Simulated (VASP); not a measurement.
Here is a VASP 6.6.1 calculation.

Contents of INCAR:

```
PREC = Accurate ; ENCUT = 520
EDIFF = 1E-8 ; ISMEAR = -1
SIGMA = 0.03 ; LREAL = False
LASPH = True ; NELM = 80
ALGO = Normal ; ISIF = 2
LWAVE = False ; LCHARG = False
GGA = PS ; LEFG = True
NBANDS = 11
```

Contents of KPOINTS:

```
Automatic mesh
0
Gamma
  9 9 9
```

POSCAR

```
NaH
1.0
    0.0000000000      2.4318394039      2.4318394039
    2.4318394039      0.0000000000      2.4318394039
    2.4318394039      2.4318394039      0.0000000000
Na H
1 1
Direct
    0.0000000000      0.0000000000      0.0000000000
    0.5000000000      0.5000000000      0.5000000000
```

Potentials or basis: VASP PAW PBE potentials, release 64 (Na_pv, H).

The run is started by

```console
$ cat potpaw_PBE.64/Na_pv/POTCAR potpaw_PBE.64/H/POTCAR > POTCAR
$ mpirun -np 1 vasp_std > vasp.out
```

Problem. What does it give for the band gap on the k mesh?

Solution. 3.84 eV (least direct gap 4.57 eV).

Problem. What does it give for the pressure?

Solution. -1.0 GPa.

Caveat: the PAW data sets were made with another functional, which shifts forces and pressure a little; an odd mesh through Γ misses points on the zone boundary, where band edges can lie.
